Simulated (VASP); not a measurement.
Runs of VASP 6.6.1 on Ni. The structure is that of space group Fm-3m (No. 225), or close to it. The cells are those of the table. 

```csv
fixed moment (μB),cell,pressure (GPa),moment (μB)
0.625,"a = 2.488 Å, angles 60.0°, 1 atom",(c),0.63
0.25,"a = 2.537 Å, angles 60.0°, 1 atom",-10.6,0.25
0.75,"a = 2.488 Å, angles 60.0°, 1 atom",(a),0.75
0.25,"a = 2.384 Å, angles 60.0°, 1 atom",33.3,0.25
0.875,"a = 2.437 Å, angles 60.0°, 1 atom",16.6,0.87
0.5,"a = 2.384 Å, angles 60.0°, 1 atom",(b),0.50
1.0,"a = 2.488 Å, angles 60.0°, 1 atom",3.4,1.00
1.0,"a = 2.384 Å, angles 60.0°, 1 atom",39.3,1.00
```

Alike in all rows: task single point; level PBE; potentials or basis VASP PAW PBE potentials, release 64 (Ni); spin collinear, ferromagnetic start; k mesh 24 × 24 × 24; cutoff (eV) 520; smearing gaussian 0.15 eV.

Problem. Estimate the missing entries.

Solution. (a) 0.8; (b) 33.8; (c) 0.2.

Caveats: the total moment is fixed, so each spin has its own Fermi level; the cell stands under pressure (at least some runs); the cell stands under tension (at least some runs).
